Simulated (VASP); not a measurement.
# Sb (P-1) in VASP: single point with r2SCAN

Aim: the single point of Sb with r2SCAN.

All numbers are computed with VASP 6.6.1; they aren't measurements. Logs are shortened: lines on timing, memory, paths and dates and some standing lists are left out, and cuts for length are marked.

### Step 1. The cell of the first run

The typed cell holds 2 atoms: a = 3.353 Å, b = 3.353 Å, c = 5.808 Å, α = 73.22°, β = 73.22°, γ = 60.00°.

### Step 2. Single point, r2SCAN

POSCAR

```
Sb
1.0
    0.0000000000     -2.3712425200     -2.3712425200
   -2.3712425200      0.0000000000     -2.3712425200
    2.3712425200      2.3712425200     -4.7424850400
Sb
2
Direct
    0.4898204400      0.4577360300      0.5601456900
    0.0101795600      0.0422639700      0.9398543100
```

INCAR.step1

```
PREC = Accurate ; ENCUT = 520
ISMEAR = -1 ; SIGMA = 0.05
LREAL = False ; LASPH = True
NELM = 100 ; NBANDS = 12
GGA = PE ; ALGO = Normal
EDIFF = 1E-4 ; LWAVE = True
LCHARG = False
```

INCAR.step2

```
PREC = Accurate ; ENCUT = 520
EDIFF = 1E-7 ; ISMEAR = -1
SIGMA = 0.05 ; LREAL = False
LASPH = True ; NELM = 100
ALGO = Normal ; ISIF = 2
LWAVE = False ; LCHARG = False
METAGGA = R2SCAN ; LMIXTAU = True
NBANDS = 12 ; ISTART = 1
```

KPOINTS

```
regular mesh
0
Gamma
  9 9 5
```

Potentials or basis: VASP PAW PBE potentials, release 64 (Sb).

On the command line:

```bash
cat potpaw_PBE.64/Sb/POTCAR > POTCAR
cp INCAR.step1 INCAR
mpirun -np 1 vasp_std > vasp.out
cp INCAR.step2 INCAR
mpirun -np 1 vasp_std > vasp.out
```

OUTCAR:

```text
PREC = Accurate
   ENCUT = 520
   EDIFF = 1E-7
   ISMEAR = -1
   LREAL = False
   LASPH = True
   NELM = 100
   ISIF = 2
   METAGGA = R2SCAN
   ISTART = 1

 ion  position               nearest neighbor table
   1  0.490  0.458  0.560-   2 2.79   2 2.80   2 2.93
   2  0.010  0.042  0.940-   1 2.79   1 2.80   1 2.93

  LATTYP: Found a trigonal (rhomboedric) cell.
 ALAT       =     5.8083342304
 COS(alpha) =     0.8333333333

  Lattice vectors:

 A1 = (   2.3712425200,   4.7424850400,  -2.3712425200)
 A2 = (   4.7424850400,   2.3712425200,  -2.3712425200)
 A3 = (   2.3712425200,   2.3712425200,  -4.7424850400)

Analysis of symmetry for initial positions (statically):
=====================================================================
 Subroutine PRICEL returns:
 Original cell was already a primitive cell.

 Routine SETGRP: Setting up the symmetry group for a
 trigonal (rhombohedral) supercell.

 Subroutine GETGRP returns: Found  2 space group operations
 (whereof  1 operations were pure point group operations)
 out of a pool of 12 trial point group operations.

The static configuration has the point symmetry C_1 .
 The point group associated with its full space group is S_2 .

Analysis of symmetry for dynamics (positions and initial velocities):
=====================================================================
 Subroutine PRICEL returns:
 Original cell was already a primitive cell.

 Routine SETGRP: Setting up the symmetry group for a
 trigonal (rhombohedral) supercell.

 Subroutine GETGRP returns: Found  2 space group operations
 (whereof  1 operations were pure point group operations)
 out of a pool of 12 trial point group operations.

The dynamic configuration has the point symmetry C_1 .
 The point group associated with its full space group is S_2 .

 Subroutine INISYM returns: Found  2 space group operations
 (whereof  1 operations are pure point group operations),
 and found     1 'primitive' translations

----------------------------------------------------------------------------------------

                                     Primitive cell

  volume of cell :      53.3320

  direct lattice vectors                    reciprocal lattice vectors
     0.000000000 -2.371242520 -2.371242520     0.105429958 -0.316289875 -0.105429958
    -2.371242520  0.000000000 -2.371242520    -0.316289875  0.105429958 -0.105429958
     2.371242520  2.371242520 -4.742485040     0.105429958  0.105429958 -0.105429958

  length of vectors
     3.353443331  3.353443331  5.808334230     0.349671613  0.349671613  0.182610044

  position of ions in fractional coordinates (direct lattice)
     0.489820440  0.457736030  0.560145690
     0.010179560  0.042263970  0.939854310

  ion indices of the primitive-cell ions
   primitive index   ion index
                 1           1
                 2           2

----------------------------------------------------------------------------------------

 KPOINTS: regular mesh

Automatic generation of k-mesh.
 Grid dimensions read from file:
 generate k-points for:    9    9    5

 Generating k-lattice:

  Cartesian coordinates                     Fractional coordinates (reciprocal lattice)
     0.011714440 -0.035143319 -0.011714440     0.111111111  0.000000000 -0.000000000
    -0.035143319  0.011714440 -0.011714440     0.000000000  0.111111111 -0.000000000
     0.021085992  0.021085992 -0.021085992     0.000000000  0.000000000  0.200000000

  Length of vectors
     0.038852401  0.038852401  0.036522009

  Shift w.r.t. Gamma in fractional coordinates (k-lattice)
     0.000000000  0.000000000  0.000000000

 -----------------------------------------------------------------------------
|                                                                             |
|           W    W    AA    RRRRR   N    N  II  N    N   GGGG   !!!           |
|           W    W   A  A   R    R  NN   N  II  NN   N  G    G  !!!           |
|           W    W  A    A  R    R  N N  N  II  N N  N  G       !!!           |
|           W WW W  AAAAAA  RRRRR   N  N N  II  N  N N  G  GGG   !            |
|           WW  WW  A    A  R   R   N   NN  II  N   NN  G    G                |
|           W    W  A    A  R    R  N    N  II  N    N   GGGG   !!!           |
|                                                                             |
|     Your reciprocal lattice and k-lattice belong to different lattice       |
|     classes:                                                                |
|                                                                             |
|        The reciprocal lattice is rhombohedral (trigonal),                   |
|        whereas your k-lattice is base-centered monoclinic.                  |
|                                                                             |
|     Results are often still useful ...                                      |
|                                                                             |
 -----------------------------------------------------------------------------

 WARNING: IBZKPT: internal override: KBLOWUP is changed to .FALSE.
      ... skipping the blow-up phase ...

 Subroutine IBZKPT returns following result:
 ===========================================

 Found    203 irreducible k-points:

 Following reciprocal coordinates:
            Coordinates               Weight
  0.000000  0.000000  0.000000      1.000000
  0.111111  0.000000  0.000000      2.000000
  0.222222  0.000000  0.000000      2.000000
  0.333333  0.000000  0.000000      2.000000
  0.444444  0.000000  0.000000      2.000000
  0.000000  0.111111  0.000000      2.000000
[... 16 lines left out ...]
 -0.111111  0.222222 -0.000000      2.000000
  0.000000  0.333333  0.000000      2.000000
 [... further k-points ...]
   k-points           NKPTS =    203   k-points in BZ     NKDIM =    203   number of bands    NBANDS=     12
   number of dos      NEDOS =    301   number of ions     NIONS =      2
   total plane-waves  NPLWV =  37632
   dimension x,y,z NGX =    28 NGY =   28 NGZ =   48
   dimension x,y,z NGXF=    56 NGYF=   56 NGZF=   96
   ions per type =               2
   NGX,Y,Z   is equivalent  to a cutoff of  13.88, 13.88, 13.74 a.u.
   NGXF,Y,Z  is equivalent  to a cutoff of  27.76, 27.76, 27.48 a.u.
 SYSTEM =  unknown system
   PREC   = accura    normal or accurate (medium, high low for compatibility)
   ISTART =      1    job   : 0-new  1-cont  2-samecut
   ICHARG =      0    charge: 1-file 2-atom 10-const
   ISPIN  =      1    spin polarized calculation?
   LNONCOLLINEAR =      F non collinear calculations
   LSORBIT =      F    spin-orbit coupling
   LASPH  =      T    aspherical Exc in radial PAW
   ENCUT  =  520.0 eV  38.22 Ry    6.18 a.u.   6.24  6.24 10.80*2*pi/ulx,y,z
   NELM   =    100;   NELMIN=  2; NELMDL=  0     # of ELM steps
   EDIFF  = 0.1E-06   stopping-criterion for ELM
   LREAL  =      F    real-space projection
   EDIFFG = 0.1E-05   stopping-criterion for IOM
   NSW    =      0    number of steps for IOM
   IBRION =     -1    ionic relax: 0-MD 1-quasi-New 2-CG
   NFREE  =      0    steps in history (QN), initial steepest desc. (CG)
   ISIF   =      2    stress and relaxation
   ISYM   =      2    0-nonsym 1-usesym 2-fastsym
   POTIM  = 0.5000    time-step for ionic-motion
   TEBEG  =    0.0;   TEEND  =   0.0 temperature during run
   PSTRESS=    0.0 pullay stress
   NELECT =      10.0000    total number of electrons
   NUPDOWN=      -1.0000    fix difference up-down
   EMIN   =  10.00;   EMAX   =-10.00  energy-range for DOS
   EFERMI =   0.00;   METHOD = LEGACY
   ISMEAR =    -1;   SIGMA  =   0.05  broadening in eV -4-tet -1-fermi 0-gaus
   EFERMI_NEDOS =   21; number of points for ismear=-14 and -15
   IALGO  =     38    algorithm
   IMIX   =      4    mixing-type and parameters
     AMIX     =   0.40;   BMIX     =  1.00
     AMIX_MAG =   1.60;   BMIX_MAG =  1.00
  volume/ion in A,a.u.               =      26.67       179.95
  Fermi-wavevector in a.u.,A,eV,Ry     =   0.937013  1.770697 11.945820  0.877993
  Thomas-Fermi vector in A             =   2.064081
   LORBIT       =      0    0 simple, 1 ext, 2 COOP (PROOUT), +10 PAW based schemes
   METAGGA = R2SCAN    functional components
   LHFCALC =     F    Hartree Fock is set to
   AEXX    =    0.0000 exact exchange contribution
   IVDW    =     0    specifies the selected vdW correction
   LEPSILON=     F    determine dielectric tensor
   LRPA    =     F    only Hartree local field effects (RPA)
 non-spin polarized calculation
  energy-cutoff  :      520.00
  volume of cell :       53.33
 maximum number of plane-waves:      1460
 NGX is ok and might be reduce to    28
   NGX = 13   NGY = 13   NGZ = 21

 number of electron      10.0000000 magnetization

 Free energy of the ion-electron system (eV)
  ---------------------------------------------------
  ext. energy  EPLUGINS =         0.00000000
  ---------------------------------------------------
  free energy    TOTEN  =       -50.24494473 eV

  energy without entropy =      -50.23514175  energy(sigma->0) =      -50.24004324

 E-fermi :   8.6630     XC(G=0): -10.6008

 val. band max:        8.6606827278   @ k =  -0.3333   0.0000   0.2000
 cond. band min:       8.6691880656   @ k =  -0.4444  -0.4444   0.4000
 fundamental gap:      0.0085053378
 Fermi energy:         8.6630179221

 k-point     1 :       0.0000    0.0000    0.0000
  band No.  band energies     occupation
      1      -6.1214      2.00000
      2      -0.5497      2.00000
      3       3.1229      2.00000
      4      11.2831      0.00000
      5      11.7759      0.00000
      6      13.6828      0.00000
      7      14.2920      0.00000
      8      15.1402      0.00000
      9      16.6798      0.00000
     10      17.9038      0.00000
     11      17.9148      0.00000
     12      18.3628      0.00000
[... 331 lines left out ...]
 k-point    24 :       0.0000    0.3333    0.0000
  band No.  band energies     occupation
      1      -4.0170      2.00000
      2       0.7449      2.00000
      3       3.9019      2.00000
      4       5.4451      2.00000
      5       7.9841      2.00000
      6       8.7575      0.26245
      7      11.7033      0.00000
      8      12.4338      0.00000
      9      13.8931      0.00000
     10      16.6760      0.00000
     11      18.5869      0.00000
     12      21.2421      0.00000

 [... further k-points ...]

------------------------ aborting loop because EDIFF is reached ----------------------------------------

  FORCE on cell =-STRESS in cart. coord.  units (eV):
  Direction    XX          YY          ZZ          XY          YZ          ZX
  --------------------------------------------------------------------------------------
  -------------------------------------------------------------------------------------
  Total        4.3503971      4.1785162      4.2684524      0.0777827      0.8698397      0.0020932
  in kB      130.6927708    125.5292003    128.2310243      2.3367153     26.1313519      0.0628828
  external PRESSURE =     128.1509985 kB  Pullay stress =       0.0000000 kB

 VOLUME and BASIS-vectors are now :
 -----------------------------------------------------------------------------
  energy-cutoff  :      520.00
  volume of cell :       53.33
      direct lattice vectors                 reciprocal lattice vectors
     0.000000000 -2.371242520 -2.371242520     0.105429958 -0.316289875 -0.105429958
    -2.371242520  0.000000000 -2.371242520    -0.316289875  0.105429958 -0.105429958
     2.371242520  2.371242520 -4.742485040     0.105429958  0.105429958 -0.105429958

 POSITION                                       TOTAL-FORCE (eV/Angst)
 -----------------------------------------------------------------------------------
      0.24284      0.16676     -4.90337        -1.137308     -0.824330      0.806184
      2.12840      2.20448     -4.58160         1.137308      0.824330     -0.806184
 -----------------------------------------------------------------------------------
    total drift:                               -0.000000     -0.000000      0.000000

  FREE ENERGIE OF THE ION-ELECTRON SYSTEM (eV)
  ---------------------------------------------------
  free  energy   TOTEN  =       -50.2449447259 eV

  energy  without entropy=      -50.2351417545  energy(sigma->0) =      -50.24004324
```

It took 12 min on 1 thread of Intel Xeon 8259CL, shared host; peak memory 0.27 GiB.

Results:

| Property | Result |
| --- | --- |
| Free energy | -50.2449 eV |
| Pressure | 12.8 GPa |
| Largest force | 1.620 eV/Å |
| Band gap on the k mesh | zero (bands 5 and 6 overlap by 4.62 eV) |

Forces in eV/Å, atoms in the order of the input:
```
Sb  -1.137 -0.824  0.806
Sb   1.137  0.824 -0.806
```

Stress tensor (GPa, compression positive):
```
13.07  0.23  0.01
 0.23 12.55  2.61
 0.01  2.61 12.82
```

Caveat: the cell stands under pressure; the PAW data sets were made with another functional, which shifts forces and pressure a little; spin-orbit coupling is left out, which moves the levels of the heavy elements.
